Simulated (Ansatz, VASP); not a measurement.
# Ta: VASP beside Ansatz

```xyz
1
Lattice="-1.6676 1.6676 1.6676 1.6676 -1.6676 1.6676 1.6676 1.6676 -1.6676" Properties=species:S:1:pos:R:3 pbc="T T T"
Ta    0.0000    0.0000    0.0000
```

Alike in both runs: functional revPBE; k mesh 13 × 13 × 13; occupations fermi-dirac, width 0.1 eV; no spin polarisation.

Ansatz relaxed the structure, and its values are those at the end. VASP's run is a single point on that final structure, the one shown.

```csv
,VASP,Ansatz
version,VASP 6.6.1,Ansatz 0.2.0
potentials or method,"VASP PAW PBE potentials, release 64 (Ta_pv), cutoff 520 eV","plane waves (420 eV) with PAW, scalar-relativistic"
valence electrons in the cell,11,13
```

```csv
,VASP,Ansatz,Ansatz less VASP
pressure (GPa),0.1,0.0,-0.06
```

VASP's potentials were made for PBE, not for revPBE. The functional is the same, so the differences come from potentials, cutoffs and numerics. VASP's potentials hold 11 valence electrons a cell and Ansatz's 13, so a difference there can come from the potentials and not from the codes.

Spin-orbit coupling is off throughout.
